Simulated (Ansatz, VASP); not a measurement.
## One calculation of B, two programs

The input POSCAR:

```
B
1.0
    1.7257574820      0.0000000000      0.0000000000
   -0.8628787410      1.4945498202      0.0000000000
    0.0000000000      0.0000000000      3.5378201781
B
1
Direct
    0.0000000000      0.0000000000      0.0000000000
```

INCAR.step1

```
SYSTEM = B
  ALGO = Normal
  EDIFF = 1E-4
  ENCUT = 520
  GGA = PE
  ISMEAR = 0
  LASPH = .TRUE.
  LCHARG = .FALSE.
  LREAL = .FALSE.
  LWAVE = .TRUE.
  NBANDS = 8
  NELM = 80
  PREC = Accurate
  SIGMA = 0.15
```

Contents of INCAR.step2:

```
SYSTEM = B
  ALGO = Normal
  EDIFF = 1E-6
  ENCUT = 520
  ISIF = 2
  ISMEAR = 0
  ISTART = 1
  LASPH = .TRUE.
  LCHARG = .TRUE.
  LELF = .TRUE.
  LMIXTAU = .TRUE.
  LREAL = .FALSE.
  LVHAR = .TRUE.
  LWAVE = .FALSE.
  METAGGA = R2SCAN
  NBANDS = 8
  NELM = 80
  PREC = Accurate
  SIGMA = 0.15
```

KPOINTS

```
k-points
0
G
  36 36 14
  0 0 0
```

Input for Ansatz:

```yaml
crystal:
  lattice:
    - [1.725757482, 0.0, 0.0]
    - [-0.862878741, 1.4945498202, 0.0]
    - [0.0, 0.0, 3.5378201781]
  atoms:
    - { symbol: B, position: [0.0, 0.0, 0.0] }
basis:
  ecutwfc: 500
kpoints:
  mp_grid: { grid: [36, 36, 14] }
hamiltonian:
  xc: r2scan
scf:
  occupations: { method: gaussian, width: 0.15 }
output:
  forces: true
  stress: true
  eigenvalues: true
```

Alike in both runs: task single point; functional r2SCAN; k mesh 36 × 36 × 14; occupations gaussian, width 0.15 eV; no spin polarisation.

|  | VASP | Ansatz |
| --- | --- | --- |
| version | VASP 6.6.1 | Ansatz 0.2.0 |
| potentials or method | VASP PAW PBE potentials, release 64 (B), cutoff 520 eV | scalar-relativistic, plane waves, PAW |
| valence electrons in the cell | 3 | 3 |

|  | VASP | Ansatz | Ansatz less VASP |
| --- | --- | --- | --- |
| gap on the k mesh at the Fermi level (eV) | none | none | - |
| pressure (GPa) | -5.9 | -6.0 | -0.06 |
| traceless stress, the component that is largest in VASP (GPa) | 7.46 | 7.66 | +0.200 |

VASP's potentials were made for PBE, not for r2SCAN. A gap of «none» marks a metal or a gap that the smearing closes. With one functional, cell and mesh, what is left measures potentials, basis and numerics.
